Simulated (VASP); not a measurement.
H4RuCl: single point with PBE

Crystal: H4RuCl.

```xyz
6
Lattice="2.7045 0.0000 0.0000 0.0000 2.7045 0.0000 0.0000 0.0000 9.6600" Properties=species:S:1:pos:R:3 pbc="T T T"
H     1.3522    0.0000    5.9821
H     0.0000    1.3522    3.6779
H     1.3522    0.0000    3.6779
H     0.0000    1.3522    5.9821
Ru    1.3522    1.3522    4.8300
Cl    0.0000    0.0000    0.0000
```

* Program: VASP 6.6.1
* Task: single point
* Functional: PBE
* Potentials or basis: VASP PAW PBE potentials, release 64 (H, Ru_pv, Cl)
* Cutoff: 520 eV
* k mesh: 4 × 4 × 4
* Occupations: gaussian, width 0.1 eV
* Spin: collinear spin, ferromagnetic start
* Starting moments: [0.0, 0.0, 0.0, 0.0, 1.0, 0.0] μB
* Dipole correction: no
* Further INCAR settings: ALGO = Normal; EDIFF = 1e-07; NBANDS = 26

```yaml
Pressure: -0.1 GPa
Largest_force: 0.006 eV/Å
Net_moment: 0.72 μB per cell
Site_moments: H -0.01; Ru +0.76; Cl -0.00 μB
Valence_electrons_inside_the_program's_atomic_spheres: H 0.54; Ru 12.78; Cl 4.90
```

Forces in eV/Å, atoms in the order of the input:
```
H    0.000  0.000  0.006
H    0.000  0.000 -0.006
H    0.000  0.000 -0.006
H    0.000  0.000  0.006
Ru   0.000  0.000  0.000
Cl   0.000  0.000  0.000
```

Levels at points of the mesh, in eV from the Fermi level:
Spin up:
| k point | band 9 | band 10 | band 11 | band 12 | band 13 | band 14 | band 15 | band 16 | band 17 | band 18 |
| --- | --- | --- | --- | --- | --- | --- | --- | --- | --- | --- |
| (0.00, 0.00, 0.00) | -3.01 | -0.62 | -0.62 | 0.09 | 0.09 | 0.89 | 4.64 | 5.32 | 7.76 | 9.19 |
| (0.50, 0.00, 0.00) | -2.32 | -2.03 | -1.24 | -0.90 | -0.29 | 0.85 | 3.72 | 5.98 | 7.61 | 8.35 |
| (0.50, 0.50, 0.00) | -4.33 | -1.19 | -1.06 | -1.06 | -0.44 | 2.16 | 6.57 | 7.50 | 7.50 | 8.93 |
| (0.00, 0.00, 0.50) | -2.97 | -0.62 | -0.62 | 0.09 | 0.09 | 0.89 | 4.64 | 6.01 | 6.57 | 9.20 |
| (0.50, 0.00, 0.50) | -2.30 | -2.04 | -1.24 | -0.90 | -0.29 | 0.85 | 3.71 | 5.86 | 7.58 | 8.71 |
| (0.50, 0.50, 0.50) | -4.33 | -1.19 | -1.07 | -1.07 | -0.44 | 2.16 | 6.56 | 7.54 | 7.54 | 8.87 |
Spin down:
| k point | band 9 | band 10 | band 11 | band 12 | band 13 | band 14 | band 15 | band 16 |
| --- | --- | --- | --- | --- | --- | --- | --- | --- |
| (0.00, 0.00, 0.00) | -2.78 | 0.09 | 0.09 | 0.15 | 0.15 | 1.61 | 4.56 | 5.36 |
| (0.50, 0.00, 0.00) | -2.32 | -1.78 | -1.26 | -0.25 | 0.49 | 0.85 | 4.02 | 6.30 |
| (0.50, 0.50, 0.00) | -3.85 | -1.19 | -1.08 | -1.08 | -0.14 | 2.54 | 6.57 | 7.79 |
| (0.00, 0.00, 0.50) | -2.74 | 0.08 | 0.08 | 0.15 | 0.15 | 1.61 | 4.56 | 6.01 |
| (0.50, 0.00, 0.50) | -2.30 | -1.78 | -1.25 | -0.25 | 0.49 | 0.85 | 4.00 | 6.16 |
| (0.50, 0.50, 0.50) | -3.85 | -1.19 | -1.08 | -1.08 | -0.14 | 2.54 | 6.56 | 7.84 |

Run time: 74 s on 1 thread of Intel(R) Xeon(R) Platinum 8259CL CPU @ 2.50GHz (Skylake/Cascade Lake), on a shared host, peak memory 0.21 GiB.

Caveat: the k points lie up to 0.58 Å⁻¹ apart; this functional lacks dispersion, which binds the layers, so the pressure and a relaxed spacing across them are unreliable.
